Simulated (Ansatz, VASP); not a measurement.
# Two plane-wave programs on BW3

```xyz
4
Lattice="0.0000 3.1301 3.1301 3.1301 0.0000 3.1301 3.1301 3.1301 0.0000" Properties=species:S:1:pos:R:3 pbc="T T T"
B     0.0000    0.0000    0.0000
W     1.5651    1.5651    1.5651
W     4.6952    4.6952    4.6952
W     3.1301    3.1301    3.1301
```

Change from the starting cell: species swapped into the Ta3Os type (Fm-3m, No. 225).

Alike in both runs: task relaxation of cell and atoms; functional PBE; k mesh 6 × 6 × 6; occupations gaussian, width 0.1 eV; no spin polarisation.

|  | VASP | Ansatz |
| --- | --- | --- |
| version | VASP 6.6.1 | Ansatz 0.2.0 |
| potentials or method | VASP PAW PBE potentials, release 64 (B, W_sv), cutoff 600 eV | scalar-relativistic, plane waves, PAW |
| valence electrons in the cell | 45 | 45 |

|  | VASP | Ansatz | Ansatz less VASP |
| --- | --- | --- | --- |
| gap on the k mesh at the Fermi level, each at its own relaxed structure (eV) | none | none | - |
| relaxed volume (Å³/atom) | 14.20 | 14.16 | -0.037 |
| relaxed length of the cell vector where the two differ most in proportion (Å) | 4.315 | 4.311 | -0.0038 |

A gap of «none» marks a metal or a gap that the smearing closes.

Spin-orbit coupling is off throughout.
